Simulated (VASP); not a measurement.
Set up this calculation in VASP 6.6.1, as the native input.

- Task: single point
- Functional: PBE
- Potentials or basis: VASP PAW PBE potentials, release 64 (Zn)
- Cutoff: 520 eV
- k mesh: 18 × 18 × 18
- Occupations: gaussian, width 0.1 eV
- Spin: no spin polarisation
- Dipole correction: no
- Further INCAR settings: ALGO = Normal; EDIFF = 1e-07; NBANDS = 12

The structure of Zn lies in POSCAR:

```
Zn
1.0
    0.0000000000      2.0001716195      2.0001716195
    2.0001716195      0.0000000000      2.0001716195
    2.0001716195      2.0001716195      0.0000000000
Zn
1
Direct
    0.0000000000      0.0000000000      0.0000000000
```

This isn't the form of Zn at room conditions, which is hcp.

This cell differs from its parent crystal: Cd replaced by Zn, lengths x 0.908, strained.

These files were run (other wordings do the same):

INCAR

```
  PREC = Accurate
  ENCUT = 520
  EDIFF = 1E-7
  ISMEAR = 0
  SIGMA = 0.1
  LREAL = F
  LASPH = T
  NELM = 100
  ALGO = Normal
  ISIF = 2
  LWAVE = F
  LCHARG = F
  GGA = PE
  NBANDS = 12
```

KPOINTS

```
regular mesh
0
Gamma
  18 18 18
```

Potentials or basis: VASP PAW PBE potentials, release 64 (Zn).

Run with:

```sh
$ cat potpaw_PBE.64/Zn/POTCAR > POTCAR
$ mpirun -np 1 vasp_std > vasp.out
```

Results of the run:

The pressure is -3.0 GPa and the band gap on the k mesh is zero (bands 6 and 7 overlap by 3.10 eV).

Caveat: the cell differs from its parent crystal (Cd replaced by Zn, lengths x 0.908, strained).

Run time: 53 s on 1 thread of Intel Xeon 8259CL, with other jobs on the host, peak memory 0.16 GiB.
